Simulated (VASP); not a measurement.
# AlB2As3 (Cmmm) in VASP: relaxation of cell and atoms with PBE

Aim: the relaxation of cell and atoms of AlB2As3 with PBE.

All numbers are computed with VASP 6.6.1; they aren't measurements. Logs are shortened: lines on timing, memory, paths and dates and some standing lists are left out, and cuts for length are marked.

**1. The cell of the first run**

The structure is orthorhombic, space group Cmmm (No. 65). Conventional cell: a = 5.242 Å, b = 9.470 Å, c = 4.375 Å, α = 90.00°, β = 90.00°, γ = 90.00°. Al (site symmetry mmm) has 10 As at 3.07 to 3.41 Å and 8 B at 3.48 Å within 4.0 Å. B (site symmetry 2/m) has 2 B at 2.62 Å and 6 As at 2.67 to 2.71 Å and 4 Al at 3.48 Å within 3.5 Å. Within 3.6 Å of As (site symmetry mmm) lie 4 As at 2.70 Å and 4 B at 2.71 Å and 4 Al at 3.41 Å. Within 3.5 Å of As (site symmetry m2m) lie 4 B at 2.67 Å and 5 As at 2.70 to 3.18 Å and 3 Al at 3.07 to 3.15 Å.

The cell was generated, and may not be a known phase.

**2. Relaxation of cell and atoms, PBE**

Input file INCAR:

```
SYSTEM = AlB2As3
ALGO     = Normal         ! electronic algorithm
EDIFF    = 1E-7           ! SCF threshold, eV
EDIFFG   = -0.04          ! ionic threshold
ENCUT    = 560            ! plane-wave cutoff, eV
GGA      = PE             ! functional
GGA_COMPAT= .FALSE.      
IBRION   = 2              ! ionic algorithm
ISIF     = 3              ! what is computed and relaxed
ISMEAR   = 0              ! smearing method
LASPH    = .TRUE.         ! aspherical terms in the spheres
LCHARG   = .FALSE.        ! write CHGCAR
LREAL    = .FALSE.        ! projectors in reciprocal space
LWAVE    = .FALSE.        ! write WAVECAR
NELM     = 120            ! most SCF steps
NELMIN   = 4            
NSW      = 90             ! ionic steps
PREC     = Accurate       ! precision mode
SIGMA    = 0.1            ! smearing width, eV
```

Input file KPOINTS:

```
k-points
0
G
  4 4 4
  0 0 0
```

Input file POSCAR:

```
AlB2As3
1.0
    2.6212435400     -4.7349060300      0.0000000000
    2.6212435400      4.7349060300      0.0000000000
    0.0000000000      0.0000000000      4.3749208600
Al B As
1 2 3
Direct
    0.0000000000      0.0000000000      0.0000000000
    0.5000000000      0.0000000000      0.5000000000
    0.0000000000      0.5000000000      0.5000000000
    0.5000000000      0.5000000000      0.5000000000
    0.6678789900      0.3321210100      0.0000000000
    0.3321210100      0.6678789900      0.0000000000
```

Potentials or basis: VASP PAW PBE potentials, release 64 (Al, B, As_d).

On the command line:

```
$ cat potpaw_PBE.64/Al/POTCAR potpaw_PBE.64/B/POTCAR potpaw_PBE.64/As_d/POTCAR > POTCAR
$ mpirun -np 1 vasp_std > vasp.out
```

OUTCAR:

```text
SYSTEM = AlB2As3
   EDIFF = 1E-7
   EDIFFG = -0.04
   ENCUT = 560
   GGA = PE
   IBRION = 2
   ISIF = 3
   ISMEAR = 0
   LASPH = .TRUE.
   LREAL = .FALSE.
   NELM = 120
   NELMIN = 4
   NSW = 90
   PREC = Accurate

 ion  position               nearest neighbor table
   1  0.000  0.000  0.000-   5 3.07   6 3.07   5 3.07   6 3.07
   2  0.500  0.000  0.500-
   3  0.000  0.500  0.500-
   4  0.500  0.500  0.500-   5 2.70   6 2.70   5 2.70   6 2.70
   5  0.668  0.332  0.000-   4 2.70   4 2.70   1 3.07   1 3.07
   6  0.332  0.668  0.000-   4 2.70   4 2.70   1 3.07   1 3.07

  LATTYP: Found a base centered orthorhombic cell.
 ALAT       =     5.2424870800
 B/A-ratio  =     1.8063586835
 C/A-ratio  =     0.8345124734

  Lattice vectors:

 A1 = (   2.6212435400,  -4.7349060300,   0.0000000000)
 A2 = (   2.6212435400,   4.7349060300,   0.0000000000)
 A3 = (   0.0000000000,   0.0000000000,   4.3749208600)

Analysis of symmetry for initial positions (statically):
=====================================================================
 Subroutine PRICEL returns:
 Original cell was already a primitive cell.

 Routine SETGRP: Setting up the symmetry group for a
 base centered orthorhombic supercell.

 Subroutine GETGRP returns: Found  8 space group operations
 (whereof  8 operations were pure point group operations)
 out of a pool of  8 trial point group operations.

The static configuration has the point symmetry D_2h.

Analysis of symmetry for dynamics (positions and initial velocities):
=====================================================================
 Subroutine PRICEL returns:
 Original cell was already a primitive cell.

 Routine SETGRP: Setting up the symmetry group for a
 base centered orthorhombic supercell.

 Subroutine GETGRP returns: Found  8 space group operations
 (whereof  8 operations were pure point group operations)
 out of a pool of  8 trial point group operations.

The dynamic configuration has the point symmetry D_2h.

 Subroutine INISYM returns: Found  8 space group operations
 (whereof  8 operations are pure point group operations),
 and found     1 'primitive' translations

----------------------------------------------------------------------------------------

                                     Primitive cell

  volume of cell :     108.5973

  direct lattice vectors                    reciprocal lattice vectors
     2.621243540 -4.734906030  0.000000000     0.190749159 -0.105598717  0.000000000
     2.621243540  4.734906030  0.000000000     0.190749159  0.105598717  0.000000000
     0.000000000  0.000000000  4.374920860     0.000000000  0.000000000  0.228575563

[... 86 lines left out ...]
   NELM   =    120;   NELMIN=  4; NELMDL= -5     # of ELM steps
   EDIFF  = 0.1E-06   stopping-criterion for ELM
   LREAL  =      F    real-space projection
   EDIFFG = -.4E-01   stopping-criterion for IOM
   NSW    =     90    number of steps for IOM
   IBRION =      2    ionic relax: 0-MD 1-quasi-New 2-CG
   NFREE  =      1    steps in history (QN), initial steepest desc. (CG)
   ISIF   =      3    stress and relaxation
   ISYM   =      2    0-nonsym 1-usesym 2-fastsym
   POTIM  = 0.5000    time-step for ionic-motion
   TEBEG  =    0.0;   TEEND  =   0.0 temperature during run
   PSTRESS=    0.0 pullay stress
   NELECT =      54.0000    total number of electrons
   NUPDOWN=      -1.0000    fix difference up-down
   EMIN   =  10.00;   EMAX   =-10.00  energy-range for DOS
   EFERMI =   0.00;   METHOD = LEGACY
   ISMEAR =     0;   SIGMA  =   0.10  broadening in eV -4-tet -1-fermi 0-gaus
   EFERMI_NEDOS =   21; number of points for ismear=-14 and -15
   IALGO  =     38    algorithm
   IMIX   =      4    mixing-type and parameters
     AMIX     =   0.40;   BMIX     =  1.00
     AMIX_MAG =   1.60;   BMIX_MAG =  1.00
  volume/ion in A,a.u.               =      18.10       122.14
  Fermi-wavevector in a.u.,A,eV,Ry     =   1.296979  2.450936 22.887119  1.682156
  Thomas-Fermi vector in A             =   2.428401
   LORBIT       =      0    0 simple, 1 ext, 2 COOP (PROOUT), +10 PAW based schemes
   GGA     = PE    functional components
   LHFCALC =     F    Hartree Fock is set to
   AEXX    =    0.0000 exact exchange contribution
   IVDW    =     0    specifies the selected vdW correction
   LEPSILON=     F    determine dielectric tensor
   LRPA    =     F    only Hartree local field effects (RPA)
 conjugate gradient relaxation of ions
 non-spin polarized calculation
 Gauss-broadening in eV      SIGMA  =   0.10
  energy-cutoff  :      560.00
  volume of cell :      108.60
 maximum number of plane-waves:      3293
 NGX is ok and might be reduce to    42
   NGX = 21   NGY = 21   NGZ = 17

--------------------------------------- Ionic step        1  -------------------------------------------

 number of electron      54.0000023 magnetization

 Free energy of the ion-electron system (eV)
  ---------------------------------------------------
  ext. energy  EPLUGINS =         0.00000000
  ---------------------------------------------------
  free energy    TOTEN  =       -23.17027650 eV

  energy without entropy =      -23.14981139  energy(sigma->0) =      -23.16004395

 E-fermi :   3.9442     XC(G=0): -10.3998

 val. band max:        3.9224117128   @ k =   0.5000  -0.0000   0.0000
 cond. band min:       3.9498417670   @ k =   0.5000   0.2500   0.0000
 fundamental gap:      0.0274300542
 Fermi energy:         3.9441665323

 k-point     1 :       0.0000    0.0000    0.0000
  band No.  band energies     occupation
      1     -32.2324      2.00000
      2     -32.2280      2.00000
      3     -32.2145      2.00000
      4     -32.2121      2.00000
      5     -32.2102      2.00000
      6     -32.2059      2.00000
[... 837 lines left out ...]
  FREE ENERGIE OF THE ION-ELECTRON SYSTEM (eV)
  ---------------------------------------------------
  free  energy   TOTEN  =       -22.6213719101 eV

  energy  without entropy=      -22.6084165072  energy(sigma->0) =      -22.61489421

[... ionic steps 4 to 28 ...]

--------------------------------------- Ionic step       29  -------------------------------------------

 number of electron      53.9999976 magnetization

------------------------ aborting loop because EDIFF is reached ----------------------------------------
[... 75 lines left out ...]
--------------------------------------- Ionic step       31  -------------------------------------------

 number of electron      53.9999977 magnetization

 Free energy of the ion-electron system (eV)
  ---------------------------------------------------
  ext. energy  EPLUGINS =         0.00000000
  ---------------------------------------------------
  free energy    TOTEN  =       -28.47162480 eV

  energy without entropy =      -28.46782516  energy(sigma->0) =      -28.46972498

 E-fermi :   4.6325     XC(G=0): -10.7924

 val. band max:        4.5896503252   @ k =  -0.2500   0.2500   0.0000
 cond. band min:       4.7530213652   @ k =   0.0000   0.0000   0.0000
 fundamental gap:      0.1633710400
 Fermi energy:         4.6325429350

 k-point     1 :       0.0000    0.0000    0.0000
  band No.  band energies     occupation
      1     -31.4120      2.00000
      2     -31.4073      2.00000
      3     -31.4067      2.00000
      4     -31.4060      2.00000
      5     -31.3752      2.00000
      6     -31.3751      2.00000
[... 757 lines left out ...]
  FREE ENERGIE OF THE ION-ELECTRON SYSTEM (eV)
  ---------------------------------------------------
  free  energy   TOTEN  =       -28.4716248040 eV

  energy  without entropy=      -28.4678251554  energy(sigma->0) =      -28.46972498

 reached required accuracy - stopping structural energy minimisation
```

OSZICAR:

```text
N       E                     dE             d eps       ncg     rms          rms(c)
DAV:   1     0.541322016887E+03    0.54132E+03   -0.24775E+04  1840   0.749E+03
DAV:   2     0.768078416683E+02   -0.46451E+03   -0.45459E+03  1344   0.143E+03
[... 370 lines left out ...]
DAV:   4    -0.284712664938E+02   -0.56637E-02   -0.89856E-02  1616   0.475E+00    0.237E-01
DAV:   5    -0.284716038220E+02   -0.33733E-03   -0.61914E-03  1744   0.882E-01    0.129E-01
DAV:   6    -0.284716312624E+02   -0.27440E-04   -0.34373E-04  1872   0.242E-01    0.310E-02
DAV:   7    -0.284716247847E+02    0.64777E-05   -0.67810E-05  1640   0.114E-01    0.609E-03
DAV:   8    -0.284716244683E+02    0.31640E-06   -0.11883E-05  1864   0.382E-02    0.297E-03
DAV:   9    -0.284716247687E+02   -0.30040E-06   -0.22780E-06  1728   0.247E-02    0.161E-03
DAV:  10    -0.284716248040E+02   -0.35363E-07   -0.13481E-07   944   0.506E-03
  31 F= -.28471625E+02 E0= -.28469725E+02  d E =-.273287E-01
```

It took 29 min on 1 thread of Intel Xeon Platinum 8559C (Emerald Rapids), shared host; peak memory 0.29 GiB.

Results:

```yaml
Free_energy: -28.4716 eV
Relaxed_volume: 16.13 Å³/atom
Relaxed_cell: a = 7.317 Å, b = 7.317 Å, c = 4.251 Å, α = 90.00°, β = 90.00°, γ = 154.84°
Space_group_after_relaxing_to_0.1_Å: Cmmm (No. 65)
Energy_gained_by_relaxing: 883.6 meV/atom
Ionic_steps: 31
Pressure_after_relaxing: -0.1 GPa
Largest_force_after_relaxing: 0.024 eV/Å
Band_gap_on_the_k_mesh: zero (bands 27 and 28 overlap by 2.98 eV)
```

Forces on the atoms (eV/Å):
```
Al   0.000  0.000  0.000
B    0.000  0.000  0.000
B    0.000  0.000  0.000
As   0.000  0.000  0.000
As   0.000 -0.024  0.000
As   0.000  0.024  0.000
```

The path:
| step | energy change (eV) | largest force (eV/Å) | pressure (GPa) | volume (Å³) |
| --- | --- | --- | --- | --- |
| 1 | 0.0000 | 0.8705 | -5.86 | 108.60 |
| 2 | -0.5615 | 0.8306 | -1.83 | 98.45 |
| 3 | 0.5489 | 1.5299 | 41.25 | 71.09 |
| 4 | -0.8293 | 0.6921 | 2.15 | 92.34 |
| 5 | -0.9003 | 0.3451 | 13.30 | 82.61 |
| 6 | -0.9492 | 0.5276 | 7.18 | 87.24 |
| 7 | -1.1633 | 0.3359 | 8.75 | 85.53 |
| 8 | -1.2995 | 0.2294 | 11.89 | 83.25 |
| 9 | -1.5259 | 0.2949 | 8.16 | 85.72 |
| 10 | -1.8485 | 0.7476 | 0.02 | 92.80 |
| 11 | -1.8846 | 0.8765 | -2.65 | 95.88 |
| 12 | -1.9881 | 0.9251 | -2.63 | 95.73 |
| 13 | -2.4084 | 1.2459 | -2.36 | 95.05 |
| 14 | -3.8888 | 1.0699 | -2.46 | 92.77 |
| 15 | -4.1339 | 1.1192 | 21.09 | 84.57 |
| 16 | -4.6918 | 0.1781 | 5.47 | 89.15 |
| 17 | -4.6818 | 0.2558 | 7.43 | 88.51 |
| 18 | -4.8140 | 0.0374 | 6.66 | 89.67 |
| 19 | -5.0486 | 0.1387 | 5.71 | 91.73 |
| 20 | -5.0249 | 0.3528 | 5.51 | 95.41 |
| 21 | -5.1649 | 0.3068 | 5.20 | 93.62 |
| 22 | -5.2349 | 0.1690 | 2.64 | 95.24 |
| 23 | -5.2509 | 0.0690 | 0.71 | 96.60 |
| 24 | -5.2510 | 0.0744 | 0.81 | 96.53 |
| 25 | -5.2613 | 0.0436 | 0.55 | 96.91 |
| 26 | -5.2740 | 0.0262 | -0.27 | 98.07 |
| 27 | -5.2769 | 0.0033 | -0.30 | 97.97 |
| 28 | -5.2855 | 0.0755 | -0.23 | 97.67 |
| 29 | -5.2994 | 0.0580 | -0.11 | 97.03 |
| 30 | -5.2881 | 0.1109 | 0.43 | 95.61 |
| 31 | -5.3013 | 0.0237 | -0.07 | 96.77 |

Final structure:
```yaml
crystal:
  lattice:
    - [1.59388, -7.14097, 0.00000]
    - [1.59388, 7.14097, 0.00000]
    - [0.00000, 0.00000, 4.25128]
  atoms:
    - { symbol: Al, position: [0.00000, 0.00000, 0.00000] }
    - { symbol: B, position: [0.50000, 0.00000, 0.50000] }
    - { symbol: B, position: [0.00000, 0.50000, 0.50000] }
    - { symbol: As, position: [0.50000, 0.50000, 0.50000] }
    - { symbol: As, position: [0.65060, 0.34940, 0.00000] }
    - { symbol: As, position: [0.34940, 0.65060, 0.00000] }
```

Caveat: a cell axis changed by over 15 % at a fixed basis, so the end point is rough.

The gap in the log of VASP goes by the Fermi energy; the results here count the filled bands.